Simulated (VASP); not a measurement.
# CsOs3 (Pm-3m) in VASP: single point with PBE

Aim: the single point of CsOs3 with PBE.

Program: VASP 6.6.1. These are calculated values, not measurements. Logs are shortened: lines on timing, memory, paths and dates and some standing lists are left out, and cuts for length are marked.

## (1) The cell of the first run

It takes space group Pm-3m (No. 221, cubic). Conventional cell: a = 4.120 Å, b = 4.120 Å, c = 4.120 Å, α = 90.00°, β = 90.00°, γ = 90.00°. Within 3.8 Å of Cs (site symmetry m-3m) lie 12 Os at 2.91 Å. Within 3.8 Å of Os (site symmetry 4/mmm) lie 4 Cs at 2.91 Å and 8 Os at 2.91 Å.

## (2) Single point, PBE

INCAR reads:

```
ALGO = Normal ; EDIFF = 1E-6
ENCUT = 560 ; GGA = PE
GGA_COMPAT = F ; ISIF = 2
ISMEAR = 0 ; LASPH = T
LCHARG = F ; LREAL = F
LWAVE = F ; NBANDS = 36
NELM = 120 ; PREC = Accurate
SIGMA = 0.1
```

KPOINTS reads:

```
k-points
0
Gamma
  4 4 4
```

POSCAR reads:

```
CsOs3
1.0
    4.1197651788      0.0000000000      0.0000000000
    0.0000000000      4.1197651788      0.0000000000
    0.0000000000      0.0000000000      4.1197651788
Cs Os
1 3
Direct
    0.0000000000      0.0000000000      0.0000000000
    0.0000000000      0.5000000000      0.5000000000
    0.5000000000      0.0000000000      0.5000000000
    0.5000000000      0.5000000000      0.0000000000
```

Potentials or basis: VASP PAW PBE potentials, release 64 (Cs_sv, Os_sv_GW).

Run with:

```console
$ cat potpaw_PBE.64/Cs_sv/POTCAR potpaw_PBE.64/Os_sv_GW/POTCAR > POTCAR
$ mpirun -np 1 vasp_std > vasp.out
```

OUTCAR:

```text
EDIFF = 1E-6
   ENCUT = 560
   GGA = PE
   ISIF = 2
   ISMEAR = 0
   LASPH = T
   LREAL = F
   NELM = 120
   PREC = Accurate

 ion  position               nearest neighbor table
   1  0.000  0.000  0.000-   2 2.91   3 2.91   4 2.91   2 2.91   3 2.91   2 2.91   4 2.91   2 2.91
                             3 2.91   4 2.91   3 2.91   4 2.91
   2  0.000  0.500  0.500-   1 2.91   3 2.91   4 2.91   1 2.91   4 2.91   1 2.91   3 2.91   1 2.91
                             3 2.91   4 2.91   4 2.91   3 2.91
   3  0.500  0.000  0.500-   1 2.91   2 2.91   4 2.91   1 2.91   4 2.91   2 2.91   4 2.91   4 2.91
                             1 2.91   2 2.91   1 2.91   2 2.91
   4  0.500  0.500  0.000-   1 2.91   2 2.91   3 2.91   2 2.91   3 2.91   1 2.91   3 2.91   3 2.91
                             1 2.91   2 2.91   2 2.91   1 2.91

  LATTYP: Found a simple cubic cell.
 ALAT       =     4.1197651788

  Lattice vectors:

 A1 = (   4.1197651788,   0.0000000000,   0.0000000000)
 A2 = (   0.0000000000,   4.1197651788,   0.0000000000)
 A3 = (   0.0000000000,   0.0000000000,   4.1197651788)

Analysis of symmetry for initial positions (statically):
=====================================================================
 Subroutine PRICEL returns:
 Original cell was already a primitive cell.

 Routine SETGRP: Setting up the symmetry group for a
 simple cubic supercell.

 Subroutine GETGRP returns: Found 48 space group operations
 (whereof 48 operations were pure point group operations)
 out of a pool of 48 trial point group operations.

The static configuration has the point symmetry O_h .

Analysis of symmetry for dynamics (positions and initial velocities):
=====================================================================
 Subroutine PRICEL returns:
 Original cell was already a primitive cell.

 Routine SETGRP: Setting up the symmetry group for a
 simple cubic supercell.

 Subroutine GETGRP returns: Found 48 space group operations
 (whereof 48 operations were pure point group operations)
 out of a pool of 48 trial point group operations.

The dynamic configuration has the point symmetry O_h .

 Subroutine INISYM returns: Found 48 space group operations
 (whereof 48 operations are pure point group operations),
 and found     1 'primitive' translations

----------------------------------------------------------------------------------------

                                     Primitive cell

  volume of cell :      69.9226

  direct lattice vectors                    reciprocal lattice vectors
     4.119765179  0.000000000  0.000000000     0.242732281  0.000000000  0.000000000
     0.000000000  4.119765179  0.000000000     0.000000000  0.242732281  0.000000000
     0.000000000  0.000000000  4.119765179     0.000000000  0.000000000  0.242732281

  length of vectors
     4.119765179  4.119765179  4.119765179     0.242732281  0.242732281  0.242732281

  position of ions in fractional coordinates (direct lattice)
     0.000000000  0.000000000  0.000000000
     0.000000000  0.500000000  0.500000000
     0.500000000  0.000000000  0.500000000
     0.500000000  0.500000000  0.000000000

  ion indices of the primitive-cell ions
   primitive index   ion index
                 1           1
                 2           2
                 3           3
                 4           4

----------------------------------------------------------------------------------------

 KPOINTS: k-points

Automatic generation of k-mesh.
 Grid dimensions read from file:
 generate k-points for:    4    4    4

 Generating k-lattice:

  Cartesian coordinates                     Fractional coordinates (reciprocal lattice)
     0.060683070  0.000000000  0.000000000     0.250000000  0.000000000  0.000000000
     0.000000000  0.060683070  0.000000000     0.000000000  0.250000000  0.000000000
     0.000000000  0.000000000  0.060683070     0.000000000  0.000000000  0.250000000

  Length of vectors
     0.060683070  0.060683070  0.060683070

  Shift w.r.t. Gamma in fractional coordinates (k-lattice)
     0.000000000  0.000000000  0.000000000

 Subroutine IBZKPT returns following result:
 ===========================================

 Found     10 irreducible k-points:

 Following reciprocal coordinates:
            Coordinates               Weight
  0.000000  0.000000  0.000000      1.000000
  0.250000  0.000000  0.000000      6.000000
  0.500000  0.000000  0.000000      3.000000
  0.250000  0.250000  0.000000     12.000000
  0.500000  0.250000  0.000000     12.000000
  0.500000  0.500000  0.000000      3.000000
  0.250000  0.250000  0.250000      8.000000
  0.500000  0.250000  0.250000     12.000000
  0.500000  0.500000  0.250000      6.000000
  0.500000  0.500000  0.500000      1.000000
   k-points           NKPTS =     10   k-points in BZ     NKDIM =     10   number of bands    NBANDS=     36
   number of dos      NEDOS =    301   number of ions     NIONS =      4
   total plane-waves  NPLWV =  32768
   dimension x,y,z NGX =    32 NGY =   32 NGZ =   32
   dimension x,y,z NGXF=    64 NGYF=   64 NGZF=   64
   ions per type =               1   3
   NGX,Y,Z   is equivalent  to a cutoff of  12.91, 12.91, 12.91 a.u.
   NGXF,Y,Z  is equivalent  to a cutoff of  25.83, 25.83, 25.83 a.u.
 SYSTEM =  unknown system
   PREC   = accura    normal or accurate (medium, high low for compatibility)
   ISTART =      0    job   : 0-new  1-cont  2-samecut
   ICHARG =      2    charge: 1-file 2-atom 10-const
   ISPIN  =      1    spin polarized calculation?
   LNONCOLLINEAR =      F non collinear calculations
   LSORBIT =      F    spin-orbit coupling
   LASPH  =      T    aspherical Exc in radial PAW
   ENCUT  =  560.0 eV  41.16 Ry    6.42 a.u.   7.95  7.95  7.95*2*pi/ulx,y,z
   NELM   =    120;   NELMIN=  2; NELMDL= -5     # of ELM steps
   EDIFF  = 0.1E-05   stopping-criterion for ELM
   LREAL  =      F    real-space projection
   EDIFFG = 0.1E-04   stopping-criterion for IOM
   NSW    =      0    number of steps for IOM
   IBRION =     -1    ionic relax: 0-MD 1-quasi-New 2-CG
   NFREE  =      0    steps in history (QN), initial steepest desc. (CG)
   ISIF   =      2    stress and relaxation
   ISYM   =      2    0-nonsym 1-usesym 2-fastsym
   POTIM  = 0.5000    time-step for ionic-motion
   TEBEG  =    0.0;   TEEND  =   0.0 temperature during run
   PSTRESS=    0.0 pullay stress
   NELECT =      57.0000    total number of electrons
   NUPDOWN=      -1.0000    fix difference up-down
   EMIN   =  10.00;   EMAX   =-10.00  energy-range for DOS
   EFERMI =   0.00;   METHOD = LEGACY
   ISMEAR =     0;   SIGMA  =   0.10  broadening in eV -4-tet -1-fermi 0-gaus
   EFERMI_NEDOS =   21; number of points for ismear=-14 and -15
   IALGO  =     38    algorithm
   IMIX   =      4    mixing-type and parameters
     AMIX     =   0.40;   BMIX     =  1.00
     AMIX_MAG =   1.60;   BMIX_MAG =  1.00
  volume/ion in A,a.u.               =      17.48       117.97
  Fermi-wavevector in a.u.,A,eV,Ry     =   1.529305  2.889967 31.820931  2.338772
  Thomas-Fermi vector in A             =   2.636944
   LORBIT       =      0    0 simple, 1 ext, 2 COOP (PROOUT), +10 PAW based schemes
   GGA     = PE    functional components
   LHFCALC =     F    Hartree Fock is set to
   AEXX    =    0.0000 exact exchange contribution
   IVDW    =     0    specifies the selected vdW correction
   LEPSILON=     F    determine dielectric tensor
   LRPA    =     F    only Hartree local field effects (RPA)
 non-spin polarized calculation
 Gauss-broadening in eV      SIGMA  =   0.10
  energy-cutoff  :      560.00
  volume of cell :       69.92
 maximum number of plane-waves:      2176
 NGX is ok and might be reduce to    32
   NGX = 15   NGY = 15   NGZ = 15

 number of electron      56.9999998 magnetization

 Free energy of the ion-electron system (eV)
  ---------------------------------------------------
  ext. energy  EPLUGINS =         0.00000000
  ---------------------------------------------------
  free energy    TOTEN  =       -27.42321099 eV

  energy without entropy =      -27.38083730  energy(sigma->0) =      -27.40202414

 E-fermi :   9.8792     XC(G=0): -13.2059

 val. band max:        9.8665218636   @ k =   0.2500   0.0000   0.0000
 cond. band min:       9.8975073986   @ k =   0.2500   0.2500   0.0000
 fundamental gap:      0.0309855350
 Fermi energy:         9.8791853236

 k-point     1 :       0.0000    0.0000    0.0000
  band No.  band energies     occupation
      1     -75.9676      2.00000
      2     -75.9314      2.00000
      3     -75.9314      2.00000
      4     -35.5289      2.00000
      5     -35.5289      2.00000
      6     -35.5289      2.00000
[... 28 lines left out ...]
     35      14.5622      0.00000
     36      16.3064      0.00000

 k-point     2 :       0.2500    0.0000    0.0000
  band No.  band energies     occupation
      1     -75.9630      2.00000
      2     -75.9360      2.00000
      3     -75.9312      2.00000
      4     -35.5020      2.00000
      5     -35.5020      2.00000
      6     -35.4826      2.00000
[... 28 lines left out ...]
     35      15.0746      0.00000
     36      16.1220      0.00000

 k-point     3 :       0.5000    0.0000    0.0000
  band No.  band energies     occupation
      1     -75.9555      2.00000
      2     -75.9433      2.00000
      3     -75.9311      2.00000
      4     -35.4665      2.00000
      5     -35.4665      2.00000
      6     -35.3662      2.00000
[... 28 lines left out ...]
     35      13.8931      0.00000
     36      15.7726      0.00000

 k-point     4 :       0.2500    0.2500    0.0000
  band No.  band energies     occupation
      1     -75.9591      2.00000
      2     -75.9373      2.00000
      3     -75.9340      2.00000
      4     -35.5179      2.00000
      5     -35.4732      2.00000
      6     -35.4182      2.00000
[... 28 lines left out ...]
     35      15.2176      0.00000
     36      16.1560      0.00000

 k-point     5 :       0.5000    0.2500    0.0000
  band No.  band energies     occupation
      1     -75.9520      2.00000
      2     -75.9433      2.00000
      3     -75.9347      2.00000
      4     -35.4904      2.00000
      5     -35.4430      2.00000
      6     -35.4320      2.00000
[... 28 lines left out ...]
     35      15.0399      0.00000
     36      15.0960      0.00000

 k-point     6 :       0.5000    0.5000    0.0000
  band No.  band energies     occupation
      1     -75.9433      2.00000
      2     -75.9433      2.00000
      3     -75.9433      2.00000
      4     -35.5082      2.00000
      5     -35.4856      2.00000
      6     -35.3610      2.00000
[... 28 lines left out ...]
     35      14.0934      0.00000
     36      15.6291      0.00000

 k-point     7 :       0.2500    0.2500    0.2500
  band No.  band energies     occupation
      1     -75.9556      2.00000
      2     -75.9375      2.00000
      3     -75.9375      2.00000
      4     -35.5583      2.00000
      5     -35.4252      2.00000
      6     -35.4252      2.00000
[... 28 lines left out ...]
     35      14.3201      0.00000
     36      15.1789      0.00000

 k-point     8 :       0.5000    0.2500    0.2500
  band No.  band energies     occupation
      1     -75.9493      2.00000
      2     -75.9434      2.00000
      3     -75.9375      2.00000
      4     -35.5614      2.00000
      5     -35.4481      2.00000
      6     -35.4332      2.00000
[... 28 lines left out ...]
     35      15.3456      0.00000
     36      15.4613      0.00000

 k-point     9 :       0.5000    0.5000    0.2500
  band No.  band energies     occupation
      1     -75.9435      2.00000
      2     -75.9434      2.00000
      3     -75.9434      2.00000
      4     -35.5953      2.00000
      5     -35.4848      2.00000
      6     -35.4397      2.00000
[... 28 lines left out ...]
     35      14.0854      0.00000
     36      16.3688      0.00000

 k-point    10 :       0.5000    0.5000    0.5000
  band No.  band energies     occupation
      1     -75.9440      2.00000
      2     -75.9440      2.00000
      3     -75.9440      2.00000
      4     -35.6498      2.00000
      5     -35.4843      2.00000
      6     -35.4843      2.00000
[... 28 lines left out ...]
     35      14.5660      0.00000
     36      15.6651      0.00000

------------------------ aborting loop because EDIFF is reached ----------------------------------------

  FORCE on cell =-STRESS in cart. coord.  units (eV):
  Direction    XX          YY          ZZ          XY          YZ          ZX
  --------------------------------------------------------------------------------------
  -------------------------------------------------------------------------------------
  Total        0.6501413      0.6501413      0.6501413      0.0000000      0.0000000     -0.0000000
  in kB       14.8970723     14.8970723     14.8970723      0.0000000      0.0000000     -0.0000000
  external PRESSURE =      14.8970723 kB  Pullay stress =       0.0000000 kB

 VOLUME and BASIS-vectors are now :
 -----------------------------------------------------------------------------
  energy-cutoff  :      560.00
  volume of cell :       69.92
      direct lattice vectors                 reciprocal lattice vectors
     4.119765179  0.000000000  0.000000000     0.242732281  0.000000000  0.000000000
     0.000000000  4.119765179  0.000000000     0.000000000  0.242732281  0.000000000
     0.000000000  0.000000000  4.119765179     0.000000000  0.000000000  0.242732281

 POSITION                                       TOTAL-FORCE (eV/Angst)
 -----------------------------------------------------------------------------------
      0.00000      0.00000      0.00000         0.000000      0.000000      0.000000
      0.00000      2.05988      2.05988         0.000000      0.000000      0.000000
      2.05988      0.00000      2.05988         0.000000      0.000000      0.000000
      2.05988      2.05988      0.00000         0.000000      0.000000      0.000000
 -----------------------------------------------------------------------------------
    total drift:                                0.000000     -0.000000     -0.000000

  FREE ENERGIE OF THE ION-ELECTRON SYSTEM (eV)
  ---------------------------------------------------
  free  energy   TOTEN  =       -27.4232109866 eV

  energy  without entropy=      -27.3808373020  energy(sigma->0) =      -27.40202414
```

Wall time 24 s (1 thread of Intel Xeon Platinum 8259CL at 2.50GHz (Skylake/Cascade Lake), shared host); peak memory 0.19 GiB.

What came out:

```yaml
Free_energy: -27.4232 eV
Pressure: 1.5 GPa
Band_gap_on_the_k_mesh: zero (an odd number of electrons rules out a gap without spin polarisation)
```

Caveat: the k points lie up to 0.38 Å⁻¹ apart, too coarse for converged energies and pressures of a metal; spin-orbit coupling is left out, which moves the levels of the heavy elements.

The gap in the log of VASP goes by the Fermi energy; the results here count the filled bands.